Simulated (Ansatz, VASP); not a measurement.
## Two plane-wave programs on Zr3S2

```
CELL_PARAMETERS angstrom
4.98378 0.00000 0.00000
-2.49189 4.31608 0.00000
0.00000 0.00000 4.86768
ATOMIC_POSITIONS crystal
Zr 0.33333 0.66667 0.50000
Zr 0.66667 0.33333 0.50000
Zr 0.00000 0.00000 0.00000
S 0.33333 0.66667 0.00000
S 0.66667 0.33333 0.00000
```

Alike in both runs: task single point; functional PBE; k mesh 6 × 6 × 4; occupations gaussian, width 0.1 eV; collinear spin.

|  | VASP | Ansatz |
| --- | --- | --- |
| version | VASP 6.6.1 | Ansatz 0.2.0 |
| potentials or method | VASP PAW PBE potentials, release 64 (Zr_sv, S), cutoff 520 eV | scalar-relativistic, plane waves, PAW |
| valence electrons in the cell | 48 | 48 |

Ansatz gave:

```
gap on the k mesh at the Fermi level (eV)                     : none
pressure (GPa)                                                : 0.1
traceless stress, the component that is largest in VASP (GPa) : 0.17
net moment per atom (μB)                                      : 0.11
size of the moment on the site where the two differ most (μB) : 0.15
```

Q: Estimate VASP's values.

A: gap on the k mesh at the Fermi level (eV): none; pressure (GPa): 0.1; traceless stress, the component that is largest in VASP (GPa): 0.19; net moment per atom (μB): 0.11; size of the moment on the site where the two differ most (μB): 0.23.

Site moments also hang on the region over which each program counts them. A gap of «none» marks a metal or a gap that the smearing closes. Ansatz's warnings: seeded moment not kept.
